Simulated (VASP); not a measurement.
Input of a VASP 6.6.1 run:

Contents of INCAR:

```
ALGO = Normal
DIPOL = 0.5 0.5 0.297
EDIFF = 1E-7
ENCUT = 520
GGA = PE
IDIPOL = 3
ISIF = 2
ISMEAR = 0
LASPH = True
LCHARG = True
LDIPOL = True
LELF = True
LREAL = False
LVACPOTAV = True
LVHAR = True
LWAVE = False
NBANDS = 10
NELM = 60
PREC = Accurate
SIGMA = 0.1
```

The input KPOINTS:

```
k-points
0
Gamma
  18 18 1
```

File POSCAR:

```
BeSb
1.0
    4.0802300050      0.0000002642      0.0000000000
   -2.0401152314      3.5335827055      0.0000000000
    0.0000000000      0.0000000000     26.9636230400
Be Sb
1 1
Direct
    0.6666666667      0.3333333333      0.2966969360
    0.3333333333      0.6666666667      0.2966951306
```

Potentials or basis: VASP PAW PBE potentials, release 64 (Be, Sb).

Launch:

```console
$ cat potpaw_PBE.64/Be/POTCAR potpaw_PBE.64/Sb/POTCAR > POTCAR
$ mpirun -np 1 vasp_std > vasp.out
```

**Question.** Estimate the work function of the lower face.

**Answer.** 5.05 eV.

**Question.** What does it give for the work function of the upper face?

**Answer.** 5.05 eV.

**Question.** What does it give for the band gap on the k mesh?

**Answer.** Zero (an odd number of electrons rules out a gap without spin polarisation).

Caveat: spin-orbit coupling is left out, which moves the levels of the heavy elements.
